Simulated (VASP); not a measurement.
Wanted: the native input for a VASP 6.6.1 run.

- Task: single point
- Functional: r2SCAN0
- Potentials or basis: VASP PAW PBE potentials, release 64 (N, B)
- Cutoff: 520 eV
- k mesh: 7 × 7 × 5
- Occupations: fermi-dirac, width 0.05 eV
- Spin: no spin polarisation
- Dipole correction: no
- Grid for exact exchange (PRECFOCK): Normal
- Further INCAR settings: ALGO = Normal; EDIFF = 1e-07; NBANDS = 11
- Share of exact exchange: 0.25

The system is BN.

```
N B
1.0
     2.50804    0.00000    0.00000
    -1.24671    2.17623    0.00000
    -0.63067   -1.08812    3.02254
N B
1 1
Direct
  0.66851 0.33238 0.98500
  0.97964 0.98350 0.00181
```

The input as run:

POSCAR

```
BN
1.0
    2.5080409239      0.0000000000      0.0000000000
   -1.2467107647      2.1762310413      0.0000000000
   -0.6306650796     -1.0881155206      3.0225400000
N B
1 1
Direct
    0.6685060000      0.3323850000      0.9849990000
    0.9796430000      0.9834990000      0.0018060000
```

INCAR.step1

```
  PREC = Accurate
  ENCUT = 520
  EDIFF = 1E-5
  ISMEAR = -1
  SIGMA = 0.05
  LREAL = False
  LASPH = True
  NELM = 100
  ALGO = Normal
  ISIF = 2
  LWAVE = True
  GGA = PE
  NBANDS = 11
```

INCAR.step2

```
  PREC = Accurate
  ENCUT = 520
  EDIFF = 1E-7
  ISMEAR = -1
  SIGMA = 0.05
  LREAL = False
  LASPH = True
  NELM = 100
  ALGO = Normal
  ISIF = 2
  LWAVE = False
  LCHARG = True
  METAGGA = R2SCAN
  LHFCALC = True
  AEXX = 0.25
  LMIXTAU = True
  PRECFOCK = Normal
  LELF = True
  LVHAR = True
  ISTART = 1
  NBANDS = 11
```

KPOINTS

```
Automatic mesh
0
Gamma
  7 7 5
```

Potentials or basis: VASP PAW PBE potentials, release 64 (N, B).

Run with:

```sh
$ cat potpaw_PBE.64/N/POTCAR potpaw_PBE.64/B/POTCAR > POTCAR
$ cp INCAR.step1 INCAR
$ mpirun -np 1 vasp_std > vasp.out
$ cp INCAR.step2 INCAR
$ mpirun -np 1 vasp_std > vasp.out
```

Results of the run:

```json
{
 "Pressure": "-2.6 GPa",
 "Largest force": "2.801 eV/Å",
 "Band gap on the k mesh": "5.47 eV (least direct gap 7.42 eV)"
}
```

Caveat: the k points lie up to 0.44 Å⁻¹ apart; the PAW data sets were made with another functional, which shifts forces and pressure a little; an odd mesh through Γ misses points on the zone boundary, where band edges can lie.

It took 28 min on 1 thread of AMD EPYC 7R13 Processor (Zen 3), with other jobs on the host, peak memory 0.13 GiB.
